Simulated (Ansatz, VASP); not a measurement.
N in VASP and in Ansatz

```
N
1.0
    -3.52692    0.00000    0.00000
    -1.76346   -3.05440    0.00000
    -0.14696    0.25453   13.35050
N
8
Direct
  0.25536 0.41130 0.93564
  0.29797 0.36870 0.42440
  0.26219 0.40447 0.85369
  0.30480 0.36187 0.34245
  0.65260 0.68073 0.16878
  0.61000 0.72333 0.68002
  0.65943 0.67390 0.08683
  0.61683 0.71651 0.59807
```

Alike in both runs: task single point; functional LDA; k mesh 7 × 7 × 2; occupations gaussian, width 0.05 eV; no spin polarisation.

|  | VASP | Ansatz |
| --- | --- | --- |
| version | VASP 6.6.1 | Ansatz 0.2.0 |
| potentials or method | VASP PAW LDA potentials, release 64 (N), cutoff 520 eV | scalar-relativistic, plane waves, PAW |
| valence electrons in the cell | 40 | 40 |

|  | VASP | Ansatz | Ansatz less VASP |
| --- | --- | --- | --- |
| gap on the k mesh at the Fermi level (eV) | 6.11 | 6.16 | +0.050 |
| least direct gap on the mesh (eV) | 6.36 | 6.41 | +0.052 |
| pressure (GPa) | 2.6 | 0.3 | -2.34 |
| traceless stress, the component that is largest in VASP (GPa) | 5.20 | 0.22 | -4.982 |
| rms of the force components (eV/Å) | 0.876 | 0.060 | -0.8161 |

LDA's correlation is that of Perdew and Zunger in VASP and of Perdew and Wang (1992) in Ansatz. Atom by atom the forces differ by 0.884 eV/Å (rms over components).

Noted on VASP's run: the standard files for N, O and F lose accuracy on very short bonds.
